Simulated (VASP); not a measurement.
# BP (F-43m) in VASP: notebook, part 2 of 2

VASP 6.6.1.

### Step 3. Single point, BLYP

This run uses another cell than the first one, of 11.21 Å³/atom, 1.021 times its volume.

File INCAR:

```
PREC = Accurate
ENCUT = 520
EDIFF = 1E-7
ISMEAR = -1
SIGMA = 0.05
LREAL = False
LASPH = True
NELM = 80
ALGO = Normal
ISIF = 2
LWAVE = False
LCHARG = False
GGA = B5
ALDAX = 1.0
AGGAX = 1.0
AGGAC = 1.0
ALDAC = 0.0
NBANDS = 11
```

File KPOINTS:

```
Automatic mesh
0
Gamma
  10 10 10
```

File POSCAR:

```
BP
1.0
    0.0000000000      2.2383340787      2.2383340787
    2.2383340787      0.0000000000      2.2383340787
    2.2383340787      2.2383340787      0.0000000000
P B
1 1
Direct
    0.7500000000      0.7500000000      0.7500000000
    0.0000000000      0.0000000000      0.0000000000
```

Potentials or basis: VASP PAW PBE potentials, release 64 (P, B).

Launch:

```console
$ cat potpaw_PBE.64/P/POTCAR potpaw_PBE.64/B/POTCAR > POTCAR
$ mpirun -np 1 vasp_std > vasp.out
```

OUTCAR:

```text
PREC = Accurate
   ENCUT = 520
   EDIFF = 1E-7
   ISMEAR = -1
   LREAL = False
   LASPH = True
   NELM = 80
   ISIF = 2
   GGA = B5

 ion  position               nearest neighbor table
   1  0.750  0.750  0.750-   2 1.94   2 1.94   2 1.94   2 1.94
   2  0.000  0.000  0.000-   1 1.94   1 1.94   1 1.94   1 1.94

  LATTYP: Found a face centered cubic cell.
 ALAT       =     4.4766681574

  Lattice vectors:

 A1 = (   0.0000000000,   2.2383340787,   2.2383340787)
 A2 = (   2.2383340787,   0.0000000000,   2.2383340787)
 A3 = (   2.2383340787,   2.2383340787,   0.0000000000)

Analysis of symmetry for initial positions (statically):
=====================================================================
 Subroutine PRICEL returns:
 Original cell was already a primitive cell.

 Routine SETGRP: Setting up the symmetry group for a
 face centered cubic supercell.

 Subroutine GETGRP returns: Found 24 space group operations
 (whereof 24 operations were pure point group operations)
 out of a pool of 48 trial point group operations.

The static configuration has the point symmetry T_d .

Analysis of symmetry for dynamics (positions and initial velocities):
=====================================================================
 Subroutine PRICEL returns:
 Original cell was already a primitive cell.

 Routine SETGRP: Setting up the symmetry group for a
 face centered cubic supercell.

 Subroutine GETGRP returns: Found 24 space group operations
 (whereof 24 operations were pure point group operations)
 out of a pool of 48 trial point group operations.

The dynamic configuration has the point symmetry T_d .

 Subroutine INISYM returns: Found 24 space group operations
 (whereof 24 operations are pure point group operations),
 and found     1 'primitive' translations

----------------------------------------------------------------------------------------

                                     Primitive cell

  volume of cell :      22.4287

  direct lattice vectors                    reciprocal lattice vectors
     0.000000000  2.238334079  2.238334079    -0.223380417  0.223380417  0.223380417
     2.238334079  0.000000000  2.238334079     0.223380417 -0.223380417  0.223380417
     2.238334079  2.238334079  0.000000000     0.223380417  0.223380417 -0.223380417

  length of vectors
     3.165482411  3.165482411  3.165482411     0.386906232  0.386906232  0.386906232

  position of ions in fractional coordinates (direct lattice)
     0.750000000  0.750000000  0.750000000
     0.000000000  0.000000000  0.000000000

  ion indices of the primitive-cell ions
   primitive index   ion index
                 1           1
                 2           2

----------------------------------------------------------------------------------------

 KPOINTS: Automatic mesh

Automatic generation of k-mesh.
 Grid dimensions read from file:
 generate k-points for:   10   10   10

 Generating k-lattice:

  Cartesian coordinates                     Fractional coordinates (reciprocal lattice)
    -0.022338042  0.022338042  0.022338042     0.100000000  0.000000000  0.000000000
     0.022338042 -0.022338042  0.022338042     0.000000000  0.100000000  0.000000000
     0.022338042  0.022338042 -0.022338042     0.000000000  0.000000000  0.100000000

  Length of vectors
     0.038690623  0.038690623  0.038690623

  Shift w.r.t. Gamma in fractional coordinates (k-lattice)
     0.000000000  0.000000000  0.000000000

 Subroutine IBZKPT returns following result:
 ===========================================

 Found     47 irreducible k-points:

 Following reciprocal coordinates:
            Coordinates               Weight
  0.000000  0.000000  0.000000      1.000000
  0.100000  0.000000  0.000000      8.000000
  0.200000  0.000000  0.000000      8.000000
  0.300000  0.000000  0.000000      8.000000
  0.400000  0.000000  0.000000      8.000000
  0.500000  0.000000  0.000000      4.000000
[... 16 lines left out ...]
  0.300000  0.300000  0.000000      6.000000
  0.400000  0.300000  0.000000     24.000000
 [... further k-points ...]
   k-points           NKPTS =     47   k-points in BZ     NKDIM =     47   number of bands    NBANDS=     11
   number of dos      NEDOS =    301   number of ions     NIONS =      2
   total plane-waves  NPLWV =  13824
   dimension x,y,z NGX =    24 NGY =   24 NGZ =   24
   dimension x,y,z NGXF=    48 NGYF=   48 NGZF=   48
   ions per type =               1   1
   NGX,Y,Z   is equivalent  to a cutoff of  12.60, 12.60, 12.60 a.u.
   NGXF,Y,Z  is equivalent  to a cutoff of  25.21, 25.21, 25.21 a.u.
 SYSTEM =  unknown system
   PREC   = accura    normal or accurate (medium, high low for compatibility)
   ISTART =      0    job   : 0-new  1-cont  2-samecut
   ICHARG =      2    charge: 1-file 2-atom 10-const
   ISPIN  =      1    spin polarized calculation?
   LNONCOLLINEAR =      F non collinear calculations
   LSORBIT =      F    spin-orbit coupling
   LASPH  =      T    aspherical Exc in radial PAW
   ENCUT  =  520.0 eV  38.22 Ry    6.18 a.u.   5.89  5.89  5.89*2*pi/ulx,y,z
   NELM   =     80;   NELMIN=  2; NELMDL= -5     # of ELM steps
   EDIFF  = 0.1E-06   stopping-criterion for ELM
   LREAL  =      F    real-space projection
   EDIFFG = 0.1E-05   stopping-criterion for IOM
   NSW    =      0    number of steps for IOM
   IBRION =     -1    ionic relax: 0-MD 1-quasi-New 2-CG
   NFREE  =      0    steps in history (QN), initial steepest desc. (CG)
   ISIF   =      2    stress and relaxation
   ISYM   =      2    0-nonsym 1-usesym 2-fastsym
   POTIM  = 0.5000    time-step for ionic-motion
   TEBEG  =    0.0;   TEEND  =   0.0 temperature during run
   PSTRESS=    0.0 pullay stress
   NELECT =       8.0000    total number of electrons
   NUPDOWN=      -1.0000    fix difference up-down
   EMIN   =  10.00;   EMAX   =-10.00  energy-range for DOS
   EFERMI =   0.00;   METHOD = LEGACY
   ISMEAR =    -1;   SIGMA  =   0.05  broadening in eV -4-tet -1-fermi 0-gaus
   EFERMI_NEDOS =   21; number of points for ismear=-14 and -15
   IALGO  =     38    algorithm
   IMIX   =      4    mixing-type and parameters
     AMIX     =   0.40;   BMIX     =  1.00
     AMIX_MAG =   1.60;   BMIX_MAG =  1.00
  volume/ion in A,a.u.               =      11.21        75.68
  Fermi-wavevector in a.u.,A,eV,Ry     =   1.161012  2.193994 18.339948  1.347948
  Thomas-Fermi vector in A             =   2.297588
   LORBIT       =      0    0 simple, 1 ext, 2 COOP (PROOUT), +10 PAW based schemes
   GGA     = B5    functional components
   LHFCALC =     F    Hartree Fock is set to
   AEXX    =    0.0000 exact exchange contribution
   IVDW    =     0    specifies the selected vdW correction
   LEPSILON=     F    determine dielectric tensor
   LRPA    =     F    only Hartree local field effects (RPA)
 non-spin polarized calculation
  energy-cutoff  :      520.00
  volume of cell :       22.43
 maximum number of plane-waves:       620
   NGX = 11   NGY = 11   NGZ = 11

 number of electron       8.0000001 magnetization

 Free energy of the ion-electron system (eV)
  ---------------------------------------------------
  ext. energy  EPLUGINS =         0.00000000
  ---------------------------------------------------
  free energy    TOTEN  =       -11.50829861 eV

  energy without entropy =      -11.50829860  energy(sigma->0) =      -11.50829860

 E-fermi :   8.9971     XC(G=0): -10.3914

 val. band max:        8.2706853208   @ k =   0.0000   0.0000   0.0000
 cond. band min:       9.7619372305   @ k =   0.4000   0.4000   0.0000
 fundamental gap:      1.4912519097
 Fermi energy:         8.9970915068

 k-point     1 :       0.0000    0.0000    0.0000
  band No.  band energies     occupation
      1      -7.3781      2.00000
      2       8.2707      2.00000
      3       8.2707      2.00000
      4       8.2707      2.00000
      5      11.9215      0.00000
      6      11.9215      0.00000
      7      11.9215      0.00000
      8      16.3778      0.00000
      9      20.4917      0.00000
     10      20.7846      0.00000
     11      20.7846      0.00000
[... 309 lines left out ...]
 k-point    24 :       0.4000    0.3000    0.0000
  band No.  band energies     occupation
      1      -4.3667      2.00000
      2       2.1115      2.00000
      3       4.1991      2.00000
      4       4.7264      2.00000
      5      10.3355      0.00000
      6      12.2059      0.00000
      7      18.1282      0.00000
      8      18.1490      0.00000
      9      22.8184      0.00000
     10      24.0031      0.00000
     11      26.1032      0.00000

 [... further k-points ...]

------------------------ aborting loop because EDIFF is reached ----------------------------------------

  FORCE on cell =-STRESS in cart. coord.  units (eV):
  Direction    XX          YY          ZZ          XY          YZ          ZX
  --------------------------------------------------------------------------------------
  -------------------------------------------------------------------------------------
  Total        1.8737445      1.8737445      1.8737445     -0.0000000      0.0000000      0.0000000
  in kB      133.8493442    133.8493442    133.8493442     -0.0000000      0.0000000      0.0000000
  external PRESSURE =     133.8493442 kB  Pullay stress =       0.0000000 kB

 VOLUME and BASIS-vectors are now :
 -----------------------------------------------------------------------------
  energy-cutoff  :      520.00
  volume of cell :       22.43
      direct lattice vectors                 reciprocal lattice vectors
     0.000000000  2.238334079  2.238334079    -0.223380417  0.223380417  0.223380417
     2.238334079  0.000000000  2.238334079     0.223380417 -0.223380417  0.223380417
     2.238334079  2.238334079  0.000000000     0.223380417  0.223380417 -0.223380417

 POSITION                                       TOTAL-FORCE (eV/Angst)
 -----------------------------------------------------------------------------------
      3.35750      3.35750      3.35750         0.000000     -0.000000     -0.000000
      0.00000      0.00000      0.00000        -0.000000      0.000000      0.000000
 -----------------------------------------------------------------------------------
    total drift:                                0.000000      0.000000     -0.000000

  FREE ENERGIE OF THE ION-ELECTRON SYSTEM (eV)
  ---------------------------------------------------
  free  energy   TOTEN  =       -11.5082986070 eV

  energy  without entropy=      -11.5082986021  energy(sigma->0) =      -11.50829860
```

stdout:

```text
POSCAR found type information on POSCAR P B
 POSCAR found :  2 types and       2 ions
 scaLAPACK will be used
 -----------------------------------------------------------------------------
|                                                                             |
|                                                                             |
|     You enforced a specific xc type in the INCAR file but a different       |
|     I HOPE YOU KNOW WHAT YOU ARE DOING!                                     |
|                                                                             |
 -----------------------------------------------------------------------------

 LDA part: xc-table for (Slater(with rela. corr.)+VWN5), standard interpolation
 POSCAR, INCAR and KPOINTS ok, starting setup
 FFT: planning ... GRIDC
 FFT: planning ... GRID_SOFT
 FFT: planning ... GRID
 WAVECAR not read
 entering main loop
```

Run time: 13 s. Hardware: 1 thread of AMD EPYC 7R43 (Zen 3), shared host; peak memory 0.1 GiB.

Results:

| Item | Value |
| --- | --- |
| Free energy | -11.5083 eV |
| Pressure | 13.4 GPa |
| Band gap on the k mesh | 1.49 eV, indirect (least direct gap 3.65 eV) |

Levels at points of the mesh, in eV from the valence-band top:
| k point | band 2 | band 3 | band 4 | band 5 | band 6 | band 7 |
| --- | --- | --- | --- | --- | --- | --- |
| (0.00, 0.00, 0.00) | 0.00 | 0.00 | 0.00 | 3.65 | 3.65 | 3.65 |
| (0.50, 0.00, 0.00) | -9.12 | -1.77 | -1.77 | 4.21 | 4.98 | 4.98 |
| (0.50, 0.50, 0.00) | -8.64 | -4.16 | -4.16 | 1.58 | 1.95 | 12.58 |

Caveat: the PAW data sets were made with another functional, which shifts forces and pressure a little. A k mesh can miss the band edges.

### Step 4. Single point, BLYP

This run uses another cell than the first one, of 11.45 Å³/atom, 1.043 times its volume.

File INCAR:

```
SYSTEM = BP
PREC = Accurate
ENCUT = 520
EDIFF = 1E-6
ISMEAR = -1
SIGMA = 0.05
LREAL = .FALSE.
LASPH = .TRUE.
NELM = 80
ALGO = Normal
ISIF = 2
LWAVE = .FALSE.
LCHARG = .FALSE.
GGA = B5
ALDAX = 1.0
AGGAX = 1.0
AGGAC = 1.0
ALDAC = 0.0
NBANDS = 11
```

File KPOINTS:

```
regular mesh
0
G
  10 10 10
  0 0 0
```

File POSCAR:

```
BP
1.0
    0.0000000000      2.2537713532      2.2537713532
    2.2537713532      0.0000000000      2.2537713532
    2.2537713532      2.2537713532      0.0000000000
P B
1 1
Direct
    0.7500000000      0.7500000000      0.7500000000
    0.0000000000      0.0000000000      0.0000000000
```

Launch:

```console
$ cat potpaw_PBE.64/P/POTCAR potpaw_PBE.64/B/POTCAR > POTCAR
$ mpirun -np 1 vasp_std > vasp.out
```

Wall time 12 s (1 thread of AMD EPYC 7R43 (Zen 3), shared host); peak memory 0.1 GiB.

Results (log left out):

* Free energy: -11.5417 eV
* Pressure: 9.5 GPa
* Band gap on the k mesh: 1.51 eV, indirect (least direct gap 3.61 eV)

Levels at points of the mesh, in eV from the valence-band top:
| k point | band 1 | band 2 | band 3 | band 4 | band 5 | band 6 | band 7 | band 8 | band 9 |
| --- | --- | --- | --- | --- | --- | --- | --- | --- | --- |
| (0.00, 0.00, 0.00) | -15.47 | 0.00 | 0.00 | 0.00 | 3.61 | 3.61 | 3.61 | 7.78 | 12.07 |
| (0.50, 0.00, 0.00) | -12.13 | -8.97 | -1.74 | -1.74 | 4.08 | 4.96 | 4.96 | 10.55 | 14.96 |
| (0.50, 0.50, 0.00) | -10.59 | -8.54 | -4.08 | -4.08 | 1.62 | 1.96 | 12.38 | 12.38 | 15.52 |

Caveat: the PAW data sets were made with another functional, which shifts forces and pressure a little.

### Step 5. Single point, BLYP

This run uses another cell than the first one, of 11.92 Å³/atom, 1.085 times its volume.

File INCAR:

```
SYSTEM = BP
AGGAC    = 1.0          
AGGAX    = 1.0          
ALDAC    = 0.0          
ALDAX    = 1.0          
ALGO     = Normal         ! electronic algorithm
EDIFF    = 1E-7           ! SCF threshold, eV
ENCUT    = 520            ! plane-wave cutoff, eV
GGA      = B5             ! functional
ISIF     = 2              ! what is computed and relaxed
ISMEAR   = -1             ! smearing method
LASPH    = .TRUE.         ! aspherical terms in the spheres
LCHARG   = .FALSE.        ! write CHGCAR
LREAL    = .FALSE.        ! projectors in reciprocal space
LWAVE    = .FALSE.        ! write WAVECAR
NBANDS   = 11             ! bands
NELM     = 80             ! most SCF steps
PREC     = Accurate       ! precision mode
SIGMA    = 0.05           ! smearing width, eV
```

File KPOINTS:

```
k-points
0
G
  10 10 10
  0 0 0
```

File POSCAR:

```
BP
1.0
    0.0000000000      2.2840269280      2.2840269280
    2.2840269280      0.0000000000      2.2840269280
    2.2840269280      2.2840269280      0.0000000000
P B
1 1
Direct
    0.7500000000      0.7500000000      0.7500000000
    0.0000000000      0.0000000000      0.0000000000
```

Launch:

```console
$ cat potpaw_PBE.64/P/POTCAR potpaw_PBE.64/B/POTCAR > POTCAR
$ mpirun -np 1 vasp_std > vasp.out
```

It took 14 s on 1 thread of AMD EPYC 7R43 (Zen 3), shared host; peak memory 0.1 GiB.

Results (log left out):

```yaml
Free_energy: -11.5767 eV
Pressure: 2.6 GPa
Band_gap_on_the_k_mesh: 1.56 eV, indirect (least direct gap 3.55 eV)
```

Levels at points of the mesh, in eV from the valence-band top:
| k point | band 1 | band 2 | band 3 | band 4 | band 5 | band 6 | band 7 | band 8 |
| --- | --- | --- | --- | --- | --- | --- | --- | --- |
| (0.00, 0.00, 0.00) | -15.12 | 0.00 | 0.00 | 0.00 | 3.55 | 3.55 | 3.55 | 7.15 |
| (0.50, 0.00, 0.00) | -11.93 | -8.70 | -1.69 | -1.69 | 3.83 | 4.93 | 4.93 | 10.38 |
| (0.50, 0.50, 0.00) | -10.45 | -8.33 | -3.94 | -3.94 | 1.69 | 1.99 | 11.99 | 11.99 |

Caveat: the PAW data sets were made with another functional, which shifts forces and pressure a little. A k mesh can miss the band edges.

### Step 6. The runs side by side

| cell | gap on the mesh (eV) | pressure (GPa) |
| --- | --- | --- |
| a = 3.143 Å, angles 60.0°, 2 atoms | 1.47 | 17.7 |
| a = 3.165 Å, angles 60.0°, 2 atoms | 1.49 | 13.4 |
| a = 3.187 Å, angles 60.0°, 2 atoms | 1.51 | 9.5 |
| a = 3.230 Å, angles 60.0°, 2 atoms | 1.56 | 2.6 |

Alike in all rows: task single point; level BLYP; potentials or basis VASP PAW PBE potentials, release 64 (P, B); no spin polarisation; k mesh 10 × 10 × 10; cutoff (eV) 520; smearing fermi-dirac 0.05 eV.

Caveats: the PAW data sets were made with another functional, which shifts forces and pressure a little.

Absolute energies hang on the potentials; compare differences alone.
